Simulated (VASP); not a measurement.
Input of a VASP 6.6.1 run:

INCAR

```
SYSTEM = ZrC
PREC = Accurate ; ENCUT = 520
EDIFF = 1E-7 ; ISMEAR = 0
SIGMA = 0.15 ; LREAL = .FALSE.
LASPH = .TRUE. ; NELM = 60
ALGO = Normal ; ISIF = 2
LWAVE = .FALSE. ; LCHARG = .FALSE.
GGA = PS ; NBANDS = 15
```

KPOINTS

```
regular mesh
0
G
  18 18 18
  0 0 0
```

The input POSCAR:

```
ZrC
1.0
    0.0000000000      2.4207163000      2.2797037000
    2.4207163000      0.0000000000      2.2797037000
    2.4207163000      2.4207163000      0.0000000000
Zr C
1 1
Direct
    0.5000000000      0.5000000000      0.5000000000
    0.0000000000      0.0000000000      0.0000000000
```

Potentials or basis: VASP PAW PBE potentials, release 64 (Zr_sv, C).

Command:

```bash
$ cat potpaw_PBE.64/Zr_sv/POTCAR potpaw_PBE.64/C/POTCAR > POTCAR
$ mpirun -np 1 vasp_std > vasp.out
```

(1) What does it give for the pressure?

(2) What does it give for the band gap on the k mesh?

Answers

(1) -8.7 GPa.

(2) zero (band 8 reaches 10.05 eV, above the bottom of band 9 at 8.45 eV).

Caveat: the cell differs from its parent crystal (strain +0.030 along x and y, -0.030 along z); the PAW data sets were made with another functional, which shifts forces and pressure a little.
